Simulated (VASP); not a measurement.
Here is a VASP 6.6.1 calculation.

INCAR

```
  ALGO = Normal
  EDIFF = 1E-6
  ENCUT = 520
  GGA = PE
  ISIF = 2
  ISMEAR = 0
  LASPH = T
  LCHARG = F
  LREAL = F
  LWAVE = F
  NBANDS = 14
  NELM = 60
  PREC = Accurate
  SIGMA = 0.15
```

File KPOINTS:

```
k-points
0
Gamma
  16 16 16
```

The input POSCAR:

```
HfN
1.0
    0.0000000000      2.2738140414      2.2738140414
    2.2738140414      0.0000000000      2.2738140414
    2.2738140414      2.2738140414      0.0000000000
Hf N
1 1
Direct
   -0.0003347749      0.0003347749      0.0003347749
    0.5042659601      0.4957340399      0.4957340399
```

Potentials or basis: VASP PAW PBE potentials, release 64 (Hf_pv, N).

Command:

```sh
$ cat potpaw_PBE.64/Hf_pv/POTCAR potpaw_PBE.64/N/POTCAR > POTCAR
$ mpirun -np 1 vasp_std > vasp.out
```

Q: Estimate the pressure.

A: -2.3 GPa.

Q: Estimate the largest force.

A: 0.229 eV/Å.

Stress tensor (GPa, compression positive):
```
-2.15  0.00  0.00
 0.00 -2.31  0.00
 0.00  0.00 -2.31
```

Caveat: the cell differs from its parent crystal (mode 4 frozen in at -0.019 Å and mode 6 at +0.000 Å (largest displacements)).
